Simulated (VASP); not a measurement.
# Os (Cmce) in VASP: further runs

Os is run at these levels: PBE; tasks: single point, relaxation of cell and atoms.

Program: VASP 6.6.1. These are calculated values, not measurements. Logs are shortened: lines on timing, memory, paths and dates and some standing lists are left out, and cuts for length are marked.

## Step 1: The cell of the first run

Symmetry: Cmce, No. 64, orthorhombic system. The conventional cell has a = 5.106 Å, b = 3.374 Å, c = 6.882 Å, α = 90.00°, β = 90.00°, γ = 90.00°. Os (site symmetry m) has 3 Os at 1.90 to 2.49 Å within 2.5 Å.

## Step 2: Single point, PBE

Input file INCAR:

```
SYSTEM = Os
PREC = Accurate
ENCUT = 520
EDIFF = 1E-7
ISMEAR = 0
SIGMA = 0.1
LREAL = .False.
LASPH = .True.
NELM = 100
ALGO = Normal
ISIF = 2
LWAVE = .False.
LCHARG = .False.
GGA = PE
NBANDS = 24
```

Input file KPOINTS:

```
Automatic mesh
0
Gamma
  6 6 4
  0 0 0
```

Input file POSCAR:

```
Os
1.0
    2.5527705329     -1.6871860380      0.0000000000
    2.5527705329      1.6871860380      0.0000000000
    0.0000000000      0.0000000000      6.8824523259
Os
4
Direct
    0.8500000000      0.1500000000      0.1170000000
    0.6500000000      0.3500000000      0.6170000000
    0.1500000000      0.8500000000      0.8830000000
    0.3500000000      0.6500000000      0.3830000000
```

Potentials or basis: VASP PAW PBE potentials, release 64 (Os).

Launch:

```console
$ cat potpaw_PBE.64/Os/POTCAR > POTCAR
$ mpirun -np 1 vasp_std > vasp.out
```

OUTCAR:

```text
SYSTEM = Os
   PREC = Accurate
   ENCUT = 520
   EDIFF = 1E-7
   ISMEAR = 0
   LREAL = .False.
   LASPH = .True.
   NELM = 100
   ISIF = 2
   GGA = PE

 ion  position               nearest neighbor table
   1  0.850  0.150  0.117-   3 1.90   4 2.49   4 2.49   3 2.86   3 3.09   3 3.09   4 3.14   4 3.14

   2  0.650  0.350  0.617-   4 1.90   3 2.49   3 2.49   4 2.86   4 3.09   4 3.09   3 3.14   3 3.14

   3  0.150  0.850  0.883-   1 1.90   2 2.49   2 2.49   1 2.86   1 3.09   1 3.09   2 3.14   2 3.14

   4  0.350  0.650  0.383-   2 1.90   1 2.49   1 2.49   2 2.86   2 3.09   2 3.09   1 3.14   1 3.14

  LATTYP: Found a base centered orthorhombic cell.
 ALAT       =     3.3743720760
 B/A-ratio  =     1.5130344108
 C/A-ratio  =     2.0396246089

  Lattice vectors:

 A1 = (  -2.5527705329,  -1.6871860380,   0.0000000000)
 A2 = (   2.5527705329,  -1.6871860380,   0.0000000000)
 A3 = (   0.0000000000,   0.0000000000,   6.8824523259)

Analysis of symmetry for initial positions (statically):
=====================================================================
 Subroutine PRICEL returns:
 Original cell was already a primitive cell.

 Routine SETGRP: Setting up the symmetry group for a
 base centered orthorhombic supercell.

 Subroutine GETGRP returns: Found  8 space group operations
 (whereof  4 operations were pure point group operations)
 out of a pool of  8 trial point group operations.

The static configuration has the point symmetry C_2h.
 The point group associated with its full space group is D_2h.

Analysis of symmetry for dynamics (positions and initial velocities):
=====================================================================
 Subroutine PRICEL returns:
 Original cell was already a primitive cell.

 Routine SETGRP: Setting up the symmetry group for a
 base centered orthorhombic supercell.

 Subroutine GETGRP returns: Found  8 space group operations
 (whereof  4 operations were pure point group operations)
 out of a pool of  8 trial point group operations.

The dynamic configuration has the point symmetry C_2h.
 The point group associated with its full space group is D_2h.

 Subroutine INISYM returns: Found  8 space group operations
 (whereof  4 operations are pure point group operations),
 and found     1 'primitive' translations

----------------------------------------------------------------------------------------

                                     Primitive cell

  volume of cell :      59.2854

  direct lattice vectors                    reciprocal lattice vectors
     2.552770533 -1.687186038  0.000000000     0.195865627 -0.296351433  0.000000000
     2.552770533  1.687186038  0.000000000     0.195865627  0.296351433  0.000000000
     0.000000000  0.000000000  6.882452326     0.000000000  0.000000000  0.145297047

  length of vectors
     3.059940215  3.059940215  6.882452326     0.355228821  0.355228821  0.145297047

  position of ions in fractional coordinates (direct lattice)
     0.850000000  0.150000000  0.117000000
     0.650000000  0.350000000  0.617000000
     0.150000000  0.850000000  0.883000000
     0.350000000  0.650000000  0.383000000

  ion indices of the primitive-cell ions
   primitive index   ion index
                 1           1
                 2           2
                 3           3
                 4           4

----------------------------------------------------------------------------------------

 KPOINTS: Automatic mesh

Automatic generation of k-mesh.
 Grid dimensions read from file:
 generate k-points for:    6    6    4

 Generating k-lattice:

  Cartesian coordinates                     Fractional coordinates (reciprocal lattice)
     0.032644271 -0.049391905  0.000000000     0.166666667  0.000000000  0.000000000
     0.032644271  0.049391905  0.000000000     0.000000000  0.166666667  0.000000000
     0.000000000  0.000000000  0.036324262     0.000000000  0.000000000  0.250000000

  Length of vectors
     0.059204804  0.059204804  0.036324262

  Shift w.r.t. Gamma in fractional coordinates (k-lattice)
     0.000000000  0.000000000  0.000000000

 Subroutine IBZKPT returns following result:
 ===========================================

 Found     39 irreducible k-points:

 Following reciprocal coordinates:
            Coordinates               Weight
  0.000000  0.000000  0.000000      1.000000
  0.166667 -0.000000  0.000000      4.000000
  0.333333 -0.000000  0.000000      4.000000
  0.500000  0.000000  0.000000      2.000000
  0.166667  0.166667  0.000000      2.000000
  0.333333  0.166667  0.000000      4.000000
[... 16 lines left out ...]
  0.333333  0.333333  0.250000      4.000000
  0.500000  0.333333  0.250000      8.000000
 [... further k-points ...]
   k-points           NKPTS =     39   k-points in BZ     NKDIM =     39   number of bands    NBANDS=     24
   number of dos      NEDOS =    301   number of ions     NIONS =      4
   total plane-waves  NPLWV =  31104
   dimension x,y,z NGX =    24 NGY =   24 NGZ =   54
   dimension x,y,z NGXF=    48 NGYF=   48 NGZF=  108
   ions per type =               4
   NGX,Y,Z   is equivalent  to a cutoff of  13.04, 13.04, 13.04 a.u.
   NGXF,Y,Z  is equivalent  to a cutoff of  26.08, 26.08, 26.09 a.u.
 SYSTEM =  Os
   PREC   = accura    normal or accurate (medium, high low for compatibility)
   ISTART =      0    job   : 0-new  1-cont  2-samecut
   ICHARG =      2    charge: 1-file 2-atom 10-const
   ISPIN  =      1    spin polarized calculation?
   LNONCOLLINEAR =      F non collinear calculations
   LSORBIT =      F    spin-orbit coupling
   LASPH  =      T    aspherical Exc in radial PAW
   ENCUT  =  520.0 eV  38.22 Ry    6.18 a.u.   5.69  5.69 12.80*2*pi/ulx,y,z
   NELM   =    100;   NELMIN=  2; NELMDL= -5     # of ELM steps
   EDIFF  = 0.1E-06   stopping-criterion for ELM
   LREAL  =      F    real-space projection
   EDIFFG = 0.1E-05   stopping-criterion for IOM
   NSW    =      0    number of steps for IOM
   IBRION =     -1    ionic relax: 0-MD 1-quasi-New 2-CG
   NFREE  =      0    steps in history (QN), initial steepest desc. (CG)
   ISIF   =      2    stress and relaxation
   ISYM   =      2    0-nonsym 1-usesym 2-fastsym
   POTIM  = 0.5000    time-step for ionic-motion
   TEBEG  =    0.0;   TEEND  =   0.0 temperature during run
   PSTRESS=    0.0 pullay stress
   NELECT =      32.0000    total number of electrons
   NUPDOWN=      -1.0000    fix difference up-down
   EMIN   =  10.00;   EMAX   =-10.00  energy-range for DOS
   EFERMI =   0.00;   METHOD = LEGACY
   ISMEAR =     0;   SIGMA  =   0.10  broadening in eV -4-tet -1-fermi 0-gaus
   EFERMI_NEDOS =   21; number of points for ismear=-14 and -15
   IALGO  =     38    algorithm
   IMIX   =      4    mixing-type and parameters
     AMIX     =   0.40;   BMIX     =  1.00
     AMIX_MAG =   1.60;   BMIX_MAG =  1.00
  volume/ion in A,a.u.               =      14.82       100.02
  Fermi-wavevector in a.u.,A,eV,Ry     =   1.332935  2.518881 24.173670  1.776715
  Thomas-Fermi vector in A             =   2.461831
   LORBIT       =      0    0 simple, 1 ext, 2 COOP (PROOUT), +10 PAW based schemes
   GGA     = PE    functional components
   LHFCALC =     F    Hartree Fock is set to
   AEXX    =    0.0000 exact exchange contribution
   IVDW    =     0    specifies the selected vdW correction
   LEPSILON=     F    determine dielectric tensor
   LRPA    =     F    only Hartree local field effects (RPA)
 non-spin polarized calculation
 Gauss-broadening in eV      SIGMA  =   0.10
  energy-cutoff  :      520.00
  volume of cell :       59.29
 maximum number of plane-waves:      1634
   NGX = 11   NGY = 11   NGZ = 25

 number of electron      32.0000002 magnetization

 Free energy of the ion-electron system (eV)
  ---------------------------------------------------
  ext. energy  EPLUGINS =         0.00000000
  ---------------------------------------------------
  free energy    TOTEN  =       -32.26145177 eV

  energy without entropy =      -32.23428034  energy(sigma->0) =      -32.24786605

 E-fermi :   9.1252     XC(G=0): -13.5031

 val. band max:        9.1233014143   @ k =  -0.1667   0.1667   0.0000
 cond. band min:       9.1305743817   @ k =   0.1667   0.1667   0.5000
 fundamental gap:      0.0072729674
 Fermi energy:         9.1251996256

 k-point     1 :       0.0000    0.0000    0.0000
  band No.  band energies     occupation
      1      -1.4614      2.00000
      2       0.2896      2.00000
      3       0.4259      2.00000
      4       2.0157      2.00000
      5       2.5318      2.00000
      6       3.1482      2.00000
[... 16 lines left out ...]
     23      14.6317      0.00000
     24      15.3970      0.00000

 k-point     2 :       0.1667   -0.0000    0.0000
  band No.  band energies     occupation
      1      -0.6950      2.00000
      2       0.7310      2.00000
      3       0.9309      2.00000
      4       2.2069      2.00000
      5       2.4324      2.00000
      6       3.0370      2.00000
[... 16 lines left out ...]
     23      13.7031      0.00000
     24      17.4865      0.00000

 k-point     3 :       0.3333   -0.0000    0.0000
  band No.  band energies     occupation
      1       1.1503      2.00000
      2       1.4559      2.00000
      3       1.6947      2.00000
      4       1.7017      2.00000
      5       2.4825      2.00000
      6       2.5655      2.00000
[... 16 lines left out ...]
     23      13.4435      0.00000
     24      14.6791      0.00000
[... 514 lines left out ...]
 k-point    23 :       0.3333    0.3333    0.2500
  band No.  band energies     occupation
      1       0.6431      2.00000
      2       0.9559      2.00000
      3       1.2552      2.00000
      4       2.0909      2.00000
      5       2.4422      2.00000
      6       2.6494      2.00000
[... 16 lines left out ...]
     23      14.2882      0.00000
     24      16.7699      0.00000

 k-point    24 :       0.5000    0.3333    0.2500
  band No.  band energies     occupation
      1       0.8666      2.00000
      2       1.1848      2.00000
      3       1.8121      2.00000
      4       1.9765      2.00000
      5       2.3001      2.00000
      6       2.8838      2.00000
[... 16 lines left out ...]
     23      14.2945      0.00000
     24      15.2308      0.00000

 [... further k-points ...]

------------------------ aborting loop because EDIFF is reached ----------------------------------------

  FORCE on cell =-STRESS in cart. coord.  units (eV):
  Direction    XX          YY          ZZ          XY          YZ          ZX
  --------------------------------------------------------------------------------------
  -------------------------------------------------------------------------------------
  Total       -5.5317025     30.6347615     64.9548886      0.0000000     -0.0000000      0.0000000
  in kB     -149.4932009    827.8985598   1755.3934219      0.0000000     -0.0000000      0.0000000
  external PRESSURE =     811.2662603 kB  Pullay stress =       0.0000000 kB

 VOLUME and BASIS-vectors are now :
 -----------------------------------------------------------------------------
  energy-cutoff  :      520.00
  volume of cell :       59.29
      direct lattice vectors                 reciprocal lattice vectors
     2.552770533 -1.687186038  0.000000000     0.195865627 -0.296351433  0.000000000
     2.552770533  1.687186038  0.000000000     0.195865627  0.296351433  0.000000000
     0.000000000  0.000000000  6.882452326     0.000000000  0.000000000  0.145297047

 POSITION                                       TOTAL-FORCE (eV/Angst)
 -----------------------------------------------------------------------------------
      2.55277     -1.18103      0.80525         0.000000      9.735433     12.805245
      2.55277     -0.50616      4.24647         0.000000     -9.735433     12.805245
      2.55277      1.18103      6.07721         0.000000     -9.735433    -12.805245
      2.55277      0.50616      2.63598         0.000000      9.735433    -12.805245
 -----------------------------------------------------------------------------------
    total drift:                               -0.000000      0.000000      0.000000

  FREE ENERGIE OF THE ION-ELECTRON SYSTEM (eV)
  ---------------------------------------------------
  free  energy   TOTEN  =       -32.2614517674 eV

  energy  without entropy=      -32.2342803391  energy(sigma->0) =      -32.24786605
```

Run time: 36 s. Hardware: 1 thread of Intel Xeon Platinum 8488C (Sapphire Rapids), shared host; peak memory 0.2 GiB.

What came out:

- Free energy: -32.2615 eV
- Pressure: 81.1 GPa
- Largest force: 16.086 eV/Å
- Band gap on the k mesh: zero (bands 16 and 17 overlap by 1.81 eV)

Forces in eV/Å, atoms in the order of the input:
```
Os    0.000   9.735  12.805
Os    0.000  -9.735  12.805
Os    0.000  -9.735 -12.805
Os    0.000   9.735 -12.805
```

Stress tensor (GPa, compression positive):
```
-14.95   0.00   0.00
  0.00  82.79   0.00
  0.00   0.00 175.54
```

Caveat: the k points lie up to 0.37 Å⁻¹ apart, too coarse for converged energies and pressures of a metal; atoms lie so close that the PAW spheres overlap strongly, which falsifies energies and pressures; spin-orbit coupling is left out, which moves the levels of the heavy elements; forces of over 1 eV/Å act on the atoms, so gaps and moduli don't describe the material at rest.

## Step 3: Relaxation of cell and atoms, PBE

Input file INCAR:

```
SYSTEM = Os
  ALGO = Fast
  EDIFF = 1E-6
  EDIFFG = -0.04
  ENCUT = 600
  GGA = PE
  IBRION = 2
  ISIF = 3
  ISMEAR = 0
  LASPH = .TRUE.
  LCHARG = .FALSE.
  LREAL = .FALSE.
  LWAVE = .FALSE.
  NELM = 80
  NSW = 90
  PREC = Accurate
  SIGMA = 0.1
```

Input file KPOINTS:

```
k-points
0
G
  6 6 4
  0 0 0
```

POSCAR is that of step 2.

Potentials or basis: VASP PAW PBE potentials, release 64 (Os).

Launch:

```console
$ cat potpaw_PBE.64/Os/POTCAR > POTCAR
$ mpirun -np 1 vasp_std > vasp.out
```

Wall time 25 min (1 thread of Intel Xeon Platinum 8488C (Sapphire Rapids), shared host); peak memory 0.23 GiB.

The run converged. Its results:

```
Free energy                           : -44.3918 eV
Relaxed volume                        : 14.35 Å³/atom
Relaxed cell                          : a = 2.737 Å, b = 2.737 Å, c = 7.661 Å, α = 90.00°, β = 90.00°, γ = 89.86°
Space group after relaxing (to 0.1 Å) : Fm-3m (No. 225)
Energy gained by relaxing             : 3032.7 meV/atom
Ionic steps                           : 39
Pressure after relaxing               : -0.1 GPa
Largest force after relaxing          : 0.033 eV/Å
```

Forces in eV/Å, atoms in the order of the input:
```
Os   0.000  0.033 -0.003
Os   0.000 -0.033 -0.003
Os   0.000 -0.033  0.003
Os   0.000  0.033  0.003
```

Stress tensor (GPa, compression positive):
```
-0.42  0.00  0.00
 0.00  0.40  0.00
 0.00  0.00 -0.17
```

The path:
```tsv
step	energy change (eV)	largest force (eV/Å)	pressure (GPa)	volume (Å³)
1	0.0000	16.0817	81.23	59.29
2	-1.0603	1.3024	-13.23	135.28
3	-2.9153	1.6984	-16.94	131.17
4	-3.0685	1.7962	-17.75	126.98
5	-4.9628	0.0417	-20.49	90.87
6	-6.3121	2.0481	-9.63	74.47
7	-6.2040	3.1581	10.92	66.72
8	-6.3772	2.5274	-4.09	71.88
9	-10.0363	0.5180	-32.64	70.40
10	-10.1536	0.5603	-33.01	70.35
11	-9.9183	4.2328	40.81	55.97
12	-11.0797	1.9529	-9.14	63.14
13	-11.0827	2.0476	-7.26	62.75
14	-11.6243	1.6048	-0.21	60.04
15	-11.7700	1.1185	9.49	57.83
16	-11.8146	0.4671	-8.52	59.91
17	-11.8494	0.3639	-1.55	59.01
18	-11.8735	0.3873	-0.57	58.72
19	-11.8944	0.4655	1.86	58.10
20	-11.9124	0.4778	0.68	58.17
21	-11.9521	0.4535	-2.55	58.36
22	-11.9850	0.3457	-7.56	58.75
23	-11.9943	0.3319	-7.24	58.67
24	-12.0209	0.2835	-6.21	58.44
25	-12.0607	0.1291	-3.70	57.97
26	-12.0162	0.5709	3.67	57.05
27	-12.0684	0.0562	-2.28	57.76
28	-12.0690	0.0719	-1.72	57.68
29	-12.0814	0.0591	-1.36	57.61
30	-12.1095	0.0546	-0.16	57.42
31	-12.1246	0.1303	2.64	57.01
32	-12.1262	0.1095	1.93	57.11
33	-12.1286	0.1020	0.30	57.34
34	-12.1288	0.0987	-0.44	57.45
35	-12.1288	0.0993	-0.36	57.44
36	-12.1293	0.0898	-0.25	57.42
37	-12.1302	0.0624	0.06	57.37
38	-12.1303	0.0505	0.22	57.35
39	-12.1307	0.0329	-0.06	57.39
```

Final structure:
```
Os
1.0
     1.93789   -1.93301    0.00000
     1.93789    1.93301    0.00000
     0.00000    0.00000    7.66080
Os
4
Direct
  0.75092 0.24908 0.12512
  0.74908 0.25092 0.62512
  0.24908 0.75092 0.87488
  0.25092 0.74908 0.37488
```

Levels at points of the mesh, in eV from the Fermi level:
```csv
k point,band 12,band 13,band 14,band 15,band 16,band 17,band 18,band 19,band 20
"(0.00, 0.00, 0.00)",-2.15,-0.93,-0.92,-0.91,-0.91,-0.20,0.01,0.88,0.89
"(0.50, 0.00, 0.00)",-3.10,-1.56,-1.56,-0.34,-0.34,-0.33,-0.33,2.18,2.18
"(0.50, 0.50, 0.00)",-0.84,2.06,2.19,2.20,2.80,2.80,2.80,2.95,2.97
"(0.00, 0.00, 0.50)",-2.50,-0.85,-0.85,-0.32,-0.32,0.10,0.10,1.41,1.41
"(0.50, 0.00, 0.50)",-2.69,-2.29,-2.29,-2.28,-2.28,1.22,1.22,1.23,1.23
"(0.50, 0.50, 0.50)",-1.19,0.85,0.85,0.85,0.85,2.79,2.79,2.80,2.80
```

Caveat: the k points lie up to 0.38 Å⁻¹ apart in the final cell; the highest band is partly filled, so the run has too few bands; spin-orbit coupling is left out, which moves the levels of the heavy elements.
